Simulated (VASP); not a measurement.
The system is BeBi.

```
Be Bi
1.0
     0.00000    3.60142    3.60142
     3.60142    0.00000    3.60142
     3.60142    3.60142    0.00000
Be Bi
2 2
Direct
  0.00000 0.00000 0.00000
  0.25000 0.25000 0.25000
  0.50000 0.50000 0.50000
  0.75000 0.75000 0.75000
```

| Quantity | Value |
| --- | --- |
| Program | VASP 6.6.1 |
| Task | relaxation of cell and atoms |
| Functional | PBE |
| Potentials or basis | VASP PAW PBE potentials, release 64 (Be, Bi_d) |
| Cutoff | 600 eV |
| k mesh | 12 × 12 × 12 |
| Occupations | gaussian, width 0.1 eV |
| Spin | no spin polarisation |

At the start: pressure -1.3 GPa; volume 23.36 Å³/atom.

Task: Where does the relaxation end?

Result: Over 3 steps the energy falls by 2.5 meV/atom and the volume is 22.76 Å³/atom (-2.5 %); space group Fd-3m (No. 227, to 0.05 Å).

Step by step:
| step | energy change (eV) | largest force (eV/Å) | pressure (GPa) | volume (Å³) |
| --- | --- | --- | --- | --- |
| 1 | 0.0000 | 0.0000 | -1.31 | 93.42 |
| 2 | -0.0098 | 0.0000 | 0.12 | 90.86 |
| 3 | -0.0099 | 0.0000 | 0.01 | 91.06 |

Final structure:
```yaml
crystal:
  lattice:
    - [0.00000, 3.57076, 3.57076]
    - [3.57076, 0.00000, 3.57076]
    - [3.57076, 3.57076, 0.00000]
  atoms:
    - { symbol: Be, position: [0.00000, 0.00000, 0.00000] }
    - { symbol: Be, position: [0.25000, 0.25000, 0.25000] }
    - { symbol: Bi, position: [0.50000, 0.50000, 0.50000] }
    - { symbol: Bi, position: [0.75000, 0.75000, 0.75000] }
```
